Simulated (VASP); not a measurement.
Wanted: the native input for a VASP 6.6.1 run.

- Task: single point
- Functional: PBE
- Potentials or basis: VASP PAW PBE potentials, release 64 (Sn_d, O)
- Cutoff: 520 eV
- k mesh: 4 × 4 × 6
- Occupations: gaussian, width 0.01 eV
- Spin: no spin polarisation
- Dipole correction: no
- Further INCAR settings: ALGO = Normal; EDIFF = 1e-06; NBANDS = 35

The structure of SnO2 lies in POSCAR:

```
SnO2
1.0
    4.7604949051      0.0000000000      0.0000000000
    0.0000000000      4.7604949051      0.0000000000
    0.0000000000      0.0000000000      3.2001628086
Sn O
2 4
Direct
    0.0000000000      0.0000000000      0.0000000000
    0.5000000000      0.5000000000      0.5000000000
    0.3058809152      0.3058809152      0.0000000000
    0.1941190848      0.8058809152      0.5000000000
    0.6941190848      0.6941190848      0.0000000000
    0.8058809152      0.1941190848      0.5000000000
```

The input as run:

INCAR

```
SYSTEM = SnO2
  PREC = Accurate
  ENCUT = 520
  EDIFF = 1E-6
  ISMEAR = 0
  SIGMA = 0.01
  LREAL = .False.
  LASPH = .True.
  NELM = 60
  ALGO = Normal
  ISIF = 2
  LWAVE = .False.
  LCHARG = .False.
  GGA = PE
  NBANDS = 35
```

KPOINTS

```
regular mesh
0
Gamma
  4 4 6
  0 0 0
```

Potentials or basis: VASP PAW PBE potentials, release 64 (Sn_d, O).

Run with:

```bash
$ cat potpaw_PBE.64/Sn_d/POTCAR potpaw_PBE.64/O/POTCAR > POTCAR
$ mpirun -np 1 vasp_std > vasp.out
```

It gave:

- Pressure: 8.4 GPa
- Largest force: 0.047 eV/Å
- Band gap on the k mesh: 1.09 eV

Caveat: the cell stands under pressure; spin-orbit coupling is left out, which moves the levels of the heavy elements.

Wall time 50 s on 1 thread of Intel Xeon 8259CL, on a shared host, peak memory 0.2 GiB.
